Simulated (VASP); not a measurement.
# Rb (R-3m) in VASP: single point with LDA

Aim: the single point of Rb with LDA.

Everything below comes from runs of VASP 6.6.1. Logs are shortened: lines on timing, memory, paths and dates and some standing lists are left out, and cuts for length are marked.

**1. The cell of the first run**

It takes space group R-3m (No. 166, trigonal). The conventional cell has a = 5.075 Å, b = 5.075 Å, c = 38.067 Å, α = 90.00°, β = 90.00°, γ = 120.00°.

**2. Single point, LDA**

Input file INCAR:

```
SYSTEM = Rb
ALGO     = Normal         ! electronic algorithm
EDIFF    = 1E-6           ! SCF threshold, eV
ENCUT    = 500            ! plane-wave cutoff, eV
GGA      = CA             ! functional
GGA_COMPAT= .False.      
ISIF     = 2              ! what is computed and relaxed
ISMEAR   = -1             ! smearing method
LASPH    = .True.         ! aspherical terms in the spheres
LCHARG   = .True.         ! write CHGCAR
LELF     = .True.         ! ELF
LREAL    = .False.        ! projectors in reciprocal space
LVHAR    = .True.       
LWAVE    = .False.        ! write WAVECAR
NBANDS   = 20             ! bands
NELM     = 120            ! most SCF steps
PREC     = Accurate       ! precision mode
SIGMA    = 0.05           ! smearing width, eV
```

Input file KPOINTS:

```
k-points
0
Gamma
  7 7 7
  0 0 0
```

Input file POSCAR:

```
Rb
1.0
    2.5376400000      1.4651100000     12.6889000000
   -2.5376400000      1.4651100000     12.6889000000
    0.0000000000     -2.9302100000     12.6889000000
Rb
3
Direct
    0.0000000000      0.0000000000      0.0000000000
    0.7776200000      0.7776200000      0.7776200000
    0.2223800000      0.2223800000      0.2223800000
```

Potentials or basis: VASP PAW LDA potentials, release 64 (Rb_sv).

The run is started by

```bash
$ cat potpaw_LDA.64/Rb_sv/POTCAR > POTCAR
$ mpirun -np 1 vasp_std > vasp.out
```

OUTCAR:

```text
SYSTEM = Rb
   EDIFF = 1E-6
   ENCUT = 500
   GGA = CA
   ISIF = 2
   ISMEAR = -1
   LASPH = .True.
   LREAL = .False.
   NELM = 120
   PREC = Accurate

 ion  position               nearest neighbor table
   1  0.000  0.000  0.000-   2 5.14   3 5.14   2 5.14   2 5.14   3 5.14   3 5.14
   2  0.778  0.778  0.778-   1 5.14   1 5.14   1 5.14   3 5.16   3 5.16   3 5.16
   3  0.222  0.222  0.222-   1 5.14   1 5.14   1 5.14   2 5.16   2 5.16   2 5.16

  LATTYP: Found a trigonal (rhomboedric) cell.
 ALAT       =    13.0228394481
 COS(alpha) =     0.9240585919

  Lattice vectors:

 A1 = (   2.5376400000,   1.4651100000,  12.6889000000)
 A2 = (  -2.5376400000,   1.4651100000,  12.6889000000)
 A3 = (   0.0000000000,  -2.9302100000,  12.6889000000)

Analysis of symmetry for initial positions (statically):
=====================================================================
 Subroutine PRICEL returns:
 Original cell was already a primitive cell.

 Routine SETGRP: Setting up the symmetry group for a
 trigonal (rhombohedral) supercell.

 Subroutine GETGRP returns: Found 12 space group operations
 (whereof 12 operations were pure point group operations)
 out of a pool of 12 trial point group operations.

The static configuration has the point symmetry D_3d.

Analysis of symmetry for dynamics (positions and initial velocities):
=====================================================================
 Subroutine PRICEL returns:
 Original cell was already a primitive cell.

 Routine SETGRP: Setting up the symmetry group for a
 trigonal (rhombohedral) supercell.

 Subroutine GETGRP returns: Found 12 space group operations
 (whereof 12 operations were pure point group operations)
 out of a pool of 12 trial point group operations.

The dynamic configuration has the point symmetry D_3d.

 Subroutine INISYM returns: Found 12 space group operations
 (whereof 12 operations are pure point group operations),
 and found     1 'primitive' translations

----------------------------------------------------------------------------------------

                                     Primitive cell

  volume of cell :     283.0574

  direct lattice vectors                    reciprocal lattice vectors
     2.537640000  1.465110000 12.688900000     0.197033464  0.113757360  0.026269649
    -2.537640000  1.465110000 12.688900000    -0.197033464  0.113757360  0.026269649
     0.000000000 -2.930210000 12.688900000     0.000000000 -0.227514720  0.026269739

  length of vectors
    13.022839448 13.022839448 13.022838164     0.229026237  0.229026237  0.229026302

  position of ions in fractional coordinates (direct lattice)
     0.000000000  0.000000000  0.000000000
     0.777620000  0.777620000  0.777620000
     0.222380000  0.222380000  0.222380000

  ion indices of the primitive-cell ions
   primitive index   ion index
                 1           1
                 2           2
                 3           3

----------------------------------------------------------------------------------------

 KPOINTS: k-points

Automatic generation of k-mesh.
 Grid dimensions read from file:
 generate k-points for:    7    7    7

 Generating k-lattice:

  Cartesian coordinates                     Fractional coordinates (reciprocal lattice)
     0.028147638  0.016251051  0.003752807     0.142857143 -0.000000000  0.000000000
    -0.028147638  0.016251051  0.003752807    -0.000000000  0.142857143  0.000000000
     0.000000000 -0.032502103  0.003752820    -0.000000000 -0.000000000  0.142857143

  Length of vectors
     0.032718034  0.032718034  0.032718043

  Shift w.r.t. Gamma in fractional coordinates (k-lattice)
     0.000000000  0.000000000  0.000000000

 Subroutine IBZKPT returns following result:
 ===========================================

 Found     44 irreducible k-points:

 Following reciprocal coordinates:
            Coordinates               Weight
  0.000000  0.000000  0.000000      1.000000
  0.142857  0.000000  0.000000      6.000000
  0.285714 -0.000000  0.000000      6.000000
  0.428571 -0.000000  0.000000      6.000000
  0.142857  0.142857  0.000000      6.000000
  0.285714  0.142857  0.000000     12.000000
[... 16 lines left out ...]
  0.285714  0.285714  0.142857      6.000000
  0.428571  0.285714  0.142857     12.000000
 [... further k-points ...]
   k-points           NKPTS =     44   k-points in BZ     NKDIM =     44   number of bands    NBANDS=     20
   number of dos      NEDOS =    301   number of ions     NIONS =      3
   total plane-waves  NPLWV = 884736
   dimension x,y,z NGX =    96 NGY =   96 NGZ =   96
   dimension x,y,z NGXF=   192 NGYF=  192 NGZF=  192
   ions per type =               3
   NGX,Y,Z   is equivalent  to a cutoff of  12.26, 12.26, 12.26 a.u.
   NGXF,Y,Z  is equivalent  to a cutoff of  24.51, 24.51, 24.51 a.u.
 SYSTEM =  Rb
   PREC   = accura    normal or accurate (medium, high low for compatibility)
   ISTART =      0    job   : 0-new  1-cont  2-samecut
   ICHARG =      2    charge: 1-file 2-atom 10-const
   ISPIN  =      1    spin polarized calculation?
   LNONCOLLINEAR =      F non collinear calculations
   LSORBIT =      F    spin-orbit coupling
   LASPH  =      T    aspherical Exc in radial PAW
   ENCUT  =  500.0 eV  36.75 Ry    6.06 a.u.  23.74 23.74 23.74*2*pi/ulx,y,z
   NELM   =    120;   NELMIN=  2; NELMDL= -5     # of ELM steps
   EDIFF  = 0.1E-05   stopping-criterion for ELM
   LREAL  =      F    real-space projection
   EDIFFG = 0.1E-04   stopping-criterion for IOM
   NSW    =      0    number of steps for IOM
   IBRION =     -1    ionic relax: 0-MD 1-quasi-New 2-CG
   NFREE  =      0    steps in history (QN), initial steepest desc. (CG)
   ISIF   =      2    stress and relaxation
   ISYM   =      2    0-nonsym 1-usesym 2-fastsym
   POTIM  = 0.5000    time-step for ionic-motion
   TEBEG  =    0.0;   TEEND  =   0.0 temperature during run
   PSTRESS=    0.0 pullay stress
   NELECT =      27.0000    total number of electrons
   NUPDOWN=      -1.0000    fix difference up-down
   EMIN   =  10.00;   EMAX   =-10.00  energy-range for DOS
   EFERMI =   0.00;   METHOD = LEGACY
   ISMEAR =    -1;   SIGMA  =   0.05  broadening in eV -4-tet -1-fermi 0-gaus
   EFERMI_NEDOS =   21; number of points for ismear=-14 and -15
   IALGO  =     38    algorithm
   IMIX   =      4    mixing-type and parameters
     AMIX     =   0.40;   BMIX     =  1.00
     AMIX_MAG =   1.60;   BMIX_MAG =  1.00
  volume/ion in A,a.u.               =      94.35       636.72
  Fermi-wavevector in a.u.,A,eV,Ry     =   0.748005  1.413525  7.612619  0.559512
  Thomas-Fermi vector in A             =   1.844192
   LORBIT       =      0    0 simple, 1 ext, 2 COOP (PROOUT), +10 PAW based schemes
   GGA     = CA    functional components
   LHFCALC =     F    Hartree Fock is set to
   AEXX    =    0.0000 exact exchange contribution
   IVDW    =     0    specifies the selected vdW correction
   LEPSILON=     F    determine dielectric tensor
   LRPA    =     F    only Hartree local field effects (RPA)
 non-spin polarized calculation
  energy-cutoff  :      500.00
  volume of cell :      283.06
 maximum number of plane-waves:      7222
   NGX = 47   NGY = 47   NGZ = 47

 number of electron      27.0000000 magnetization

 Free energy of the ion-electron system (eV)
  ---------------------------------------------------
  ext. energy  EPLUGINS =         0.00000000
  ---------------------------------------------------
  free energy    TOTEN  =        -3.11958667 eV

  energy without entropy =       -3.10156913  energy(sigma->0) =       -3.11057790

 E-fermi :  -0.2714     XC(G=0):  -5.5844

 val. band max:       -0.2922688995   @ k =   0.4286   0.4286   0.4286
 cond. band min:      -0.2608684941   @ k =   0.2857  -0.0000   0.0000
 fundamental gap:      0.0314004055
 Fermi energy:        -0.2714283916

 k-point     1 :       0.0000    0.0000    0.0000
  band No.  band energies     occupation
      1     -29.0966      2.00000
      2     -29.0947      2.00000
      3     -29.0936      2.00000
      4     -13.2637      2.00000
      5     -13.2635      2.00000
      6     -13.2085      2.00000
[... 12 lines left out ...]
     19       3.1039      0.00000
     20       3.1079      0.00000

 k-point     2 :       0.1429    0.0000    0.0000
  band No.  band energies     occupation
      1     -29.0960      2.00000
      2     -29.0943      2.00000
      3     -29.0932      2.00000
      4     -13.2643      2.00000
      5     -13.2589      2.00000
      6     -13.2213      2.00000
[... 12 lines left out ...]
     19       2.6247      0.00000
     20       2.9650      0.00000

 k-point     3 :       0.2857   -0.0000    0.0000
  band No.  band energies     occupation
      1     -29.0947      2.00000
      2     -29.0935      2.00000
      3     -29.0923      2.00000
      4     -13.2657      2.00000
      5     -13.2630      2.00000
      6     -13.2477      2.00000
[... 12 lines left out ...]
     19       1.8888      0.00000
     20       2.3472      0.00000

 k-point     4 :       0.4286   -0.0000    0.0000
  band No.  band energies     occupation
      1     -29.0935      2.00000
      2     -29.0929      2.00000
      3     -29.0917      2.00000
      4     -13.2828      2.00000
      5     -13.2767      2.00000
      6     -13.2719      2.00000
[... 12 lines left out ...]
     19       1.7491      0.00000
     20       1.9902      0.00000

 k-point     5 :       0.1429    0.1429    0.0000
  band No.  band energies     occupation
      1     -29.0960      2.00000
      2     -29.0944      2.00000
      3     -29.0932      2.00000
      4     -13.2672      2.00000
      5     -13.2556      2.00000
      6     -13.2204      2.00000
[... 12 lines left out ...]
     19       2.5952      0.00000
     20       2.9644      0.00000
[... 353 lines left out ...]
      6     -13.2699      2.00000
[... 12 lines left out ...]
     19       1.8051      0.00000
     20       2.0134      0.00000

 k-point    22 :      -0.1429    0.1429    0.1429
  band No.  band energies     occupation
      1     -29.0947      2.00000
      2     -29.0935      2.00000
      3     -29.0923      2.00000
      4     -13.2661      2.00000
      5     -13.2644      2.00000
      6     -13.2460      2.00000
[... 12 lines left out ...]
     19       1.8811      0.00000
     20       2.4131      0.00000

 k-point    23 :       0.2857    0.2857    0.1429
  band No.  band energies     occupation
      1     -29.0959      2.00000
      2     -29.0946      2.00000
      3     -29.0930      2.00000
      4     -13.2735      2.00000
      5     -13.2460      2.00000
      6     -13.2222      2.00000
[... 12 lines left out ...]
     19       2.6645      0.00000
     20       2.8925      0.00000

 k-point    24 :       0.4286    0.2857    0.1429
  band No.  band energies     occupation
      1     -29.0949      2.00000
      2     -29.0940      2.00000
      3     -29.0924      2.00000
      4     -13.2673      2.00000
      5     -13.2524      2.00000
      6     -13.2399      2.00000
[... 12 lines left out ...]
     19       2.1716      0.00000
     20       2.4224      0.00000

 [... further k-points ...]

------------------------ aborting loop because EDIFF is reached ----------------------------------------

  FORCE on cell =-STRESS in cart. coord.  units (eV):
  Direction    XX          YY          ZZ          XY          YZ          ZX
  --------------------------------------------------------------------------------------
  -------------------------------------------------------------------------------------
  Total       -0.8568331     -0.8568325     -0.8520746      0.0000000     -0.0000002      0.0000000
  in kB       -4.8498949     -4.8498918     -4.8229608      0.0000000     -0.0000013      0.0000000
  external PRESSURE =      -4.8409158 kB  Pullay stress =       0.0000000 kB

 VOLUME and BASIS-vectors are now :
 -----------------------------------------------------------------------------
  energy-cutoff  :      500.00
  volume of cell :      283.06
      direct lattice vectors                 reciprocal lattice vectors
     2.537640000  1.465110000 12.688900000     0.197033464  0.113757360  0.026269649
    -2.537640000  1.465110000 12.688900000    -0.197033464  0.113757360  0.026269649
     0.000000000 -2.930210000 12.688900000     0.000000000 -0.227514720  0.026269739

 POSITION                                       TOTAL-FORCE (eV/Angst)
 -----------------------------------------------------------------------------------
      0.00000      0.00000      0.00000         0.000000      0.000000     -0.000000
      0.00000      0.00001     29.60143         0.000000      0.000000      0.002361
      0.00000      0.00000      8.46527         0.000000     -0.000000     -0.002361
 -----------------------------------------------------------------------------------
    total drift:                               -0.000000      0.000000     -0.000000

  FREE ENERGIE OF THE ION-ELECTRON SYSTEM (eV)
  ---------------------------------------------------
  free  energy   TOTEN  =        -3.1195866741 eV

  energy  without entropy=       -3.1015691345  energy(sigma->0) =       -3.11057790
```

Run time: 37 min. Hardware: 1 thread of Intel Xeon 8259CL, shared host; peak memory 0.97 GiB.

Results:

* Free energy: -3.1196 eV
* Pressure: -0.5 GPa
* Band gap on the k mesh: zero (an odd number of electrons rules out a gap without spin polarisation)

Forces in eV/Å, atoms in the order of the input:
```
Rb   0.000  0.000  0.000
Rb   0.000  0.000  0.002
Rb   0.000  0.000 -0.002
```

The gap in the log of VASP goes by the Fermi energy; the results here count the filled bands.